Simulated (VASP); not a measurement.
AgCl6:

```
CELL_PARAMETERS angstrom
5.66221 0.00000 0.00000
0.00000 5.66221 0.00000
0.00000 0.00000 5.66221
ATOMIC_POSITIONS crystal
Ag 0.00000 0.00000 0.00000
Cl 0.20700 0.50000 0.50000
Cl 0.50000 0.20700 0.50000
Cl 0.79300 0.50000 0.50000
Cl 0.50000 0.79300 0.50000
Cl 0.50000 0.50000 0.20700
Cl 0.50000 0.50000 0.79300
```

The cell was generated, and may not be a known phase.

* Program: VASP 6.6.1
* Task: relaxation of cell and atoms
* Functional: PBE
* Potentials or basis: VASP PAW PBE potentials, release 64 (Ag, Cl)
* Cutoff: 600 eV
* k mesh: 4 × 4 × 4
* Occupations: gaussian, width 0.1 eV
* Spin: no spin polarisation

At the start: pressure 23.0 GPa; volume 25.93 Å³/atom.

Where does the relaxation end?

Over 13 steps the energy falls by 1407.0 meV/atom and the volume is 53.71 Å³/atom (+107.1 %); space group Pm-3m (No. 221, to 0.1 Å) before and after.

The path:
```csv
step,energy change (eV),largest force (eV/Å),pressure (GPa),volume (Å³)
1,0.0000,7.0851,23.05,181.53
2,-9.4923,1.2193,2.44,298.24
3,-9.4996,0.9374,2.38,292.23
4,-9.4981,1.0907,2.41,295.52
5,-9.6962,0.7190,-0.28,326.86
6,-9.7375,0.2856,0.39,316.66
7,-9.7678,0.2452,0.29,323.66
8,-9.8261,0.1235,0.11,345.27
9,-9.8417,0.1798,0.10,391.33
10,-9.8476,0.0910,0.08,377.58
11,-9.8480,0.0696,0.08,374.12
12,-9.8453,0.1522,-0.16,379.95
13,-9.8487,0.0022,0.00,375.95
```

Final structure:
```xyz
7
Lattice="7.2173 0.0000 0.0000 0.0000 7.2173 0.0000 0.0000 0.0000 7.2173" Properties=species:S:1:pos:R:3 pbc="T T T"
Ag    0.0000    0.0000    0.0000
Cl    1.0210    3.6087    3.6087
Cl    3.6087    1.0210    3.6087
Cl    6.1963    3.6087    3.6087
Cl    3.6087    6.1963    3.6087
Cl    3.6087    3.6087    1.0210
Cl    3.6087    3.6087    6.1963
```

Caveat: the volume moved by over 15 % at a fixed basis, so the end points are rough; an odd number of electrons without spin polarisation forces a metal; a magnetic or distorted state may lie lower.
